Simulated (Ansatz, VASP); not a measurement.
# Two plane-wave programs on Ni

Contents of INCAR:

```
SYSTEM = Ni
  ALGO = Normal
  EDIFF = 1E-7
  ENCUT = 520
  GGA = PE
  ISIF = 2
  ISMEAR = 0
  ISPIN = 2
  LASPH = .True.
  LCHARG = .False.
  LMAXMIX = 4
  LORBIT = 11
  LREAL = .False.
  LWAVE = .False.
  MAGMOM = 0.75
  NBANDS = 15
  NELM = 150
  PREC = Accurate
  SIGMA = 0.1
```

File KPOINTS:

```
k-points
0
Gamma
  20 20 20
  0 0 0
```

The input POSCAR:

```
Ni
1.0
    0.0000000000      1.7937413927      1.7937413927
    1.7937413927      0.0000000000      1.7937413927
    1.7937413927      1.7937413927      0.0000000000
Ni
1
Direct
    0.0000000000      0.0000000000      0.0000000000
```

Input for Ansatz:

```yaml
crystal:
  lattice:
    - [0.0, 1.7937414746, 1.7937414746]
    - [1.7937414746, 0.0, 1.7937414746]
    - [1.7937414746, 1.7937414746, 0.0]
  atoms:
    - { symbol: Ni, position: [0.0, 0.0, 0.0], spin: 0.75 }
basis:
  ecutwfc: 420
kpoints:
  mp_grid: { grid: [20, 20, 20] }
hamiltonian:
  xc: pbe
scf:
  occupations: { method: gaussian, width: 0.1 }
output:
  forces: true
  stress: true
  eigenvalues: true
  populations: true
magnetization:
  spin_polarized: true
```

Alike in both runs: task single point; functional PBE; k mesh 20 × 20 × 20; occupations gaussian, width 0.1 eV; collinear spin.

|  | VASP | Ansatz |
| --- | --- | --- |
| version | VASP 6.6.1 | Ansatz 0.2.0 |
| potentials or method | VASP PAW PBE potentials, release 64 (Ni), cutoff 520 eV | scalar-relativistic, plane waves, PAW |
| valence electrons in the cell | 10 | 18 |

```csv
,VASP,Ansatz,Ansatz less VASP
gap on the k mesh at the Fermi level (eV),none,none,-
pressure (GPa),-10.0,-10.1,-0.09
net moment per atom (μB),0.64,0.65,+0.010
size of the moment on the site where the two differ most (μB),0.66,0.69,+0.034
```

Site moments also hang on the region over which each program counts them. A gap of «none» marks a metal or a gap that the smearing closes. With one functional, cell and mesh, what is left measures potentials, basis and numerics. VASP's potentials hold 10 valence electrons a cell and Ansatz's 18, so a difference there can come from the potentials and not from the codes.
